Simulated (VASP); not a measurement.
Write the native input for VASP 6.6.1 that does the following.

```yaml
Task: single point
Functional: BLYP
Potentials_or_basis: VASP PAW PBE potentials, release 64 (K_sv)
Cutoff: 520 eV
k_mesh: 9 × 9 × 9
Occupations: fermi-dirac, width 0.1 eV
Spin: no spin polarisation
Dipole_correction: no
Further_INCAR_settings: ALGO = Normal; EDIFF = 1e-07; NBANDS = 10
```

The structure of K lies in POSCAR:

```
K
1.0
    0.0000000000      3.4483077472      3.4483077472
    3.4483077472      0.0000000000      3.4483077472
    3.4483077472      3.4483077472      0.0000000000
K
1
Direct
    0.0000000000      0.0000000000      0.0000000000
```

This cell differs from its parent crystal: volume scaled by 1.08.

The input as run:

INCAR

```
AGGAC = 1.0
AGGAX = 1.0
ALDAC = 0.0
ALDAX = 1.0
ALGO = Normal
EDIFF = 1E-7
ENCUT = 520
GGA = B5
ISIF = 2
ISMEAR = -1
LASPH = T
LCHARG = F
LREAL = F
LWAVE = F
NBANDS = 10
NELM = 80
PREC = Accurate
SIGMA = 0.1
```

KPOINTS

```
k-points
0
Gamma
  9 9 9
```

Potentials or basis: VASP PAW PBE potentials, release 64 (K_sv).

Command:

```sh
$ cat potpaw_PBE.64/K_sv/POTCAR > POTCAR
$ mpirun -np 1 vasp_std > vasp.out
```

It gave:

| Item | Value |
| --- | --- |
| Pressure | -0.2 GPa |

Caveat: the PAW data sets were made with another functional, which shifts forces and pressure a little.

Wall time 32 s on 1 thread of Intel Xeon 6975P-C, with other jobs on the host, peak memory 0.2 GiB.
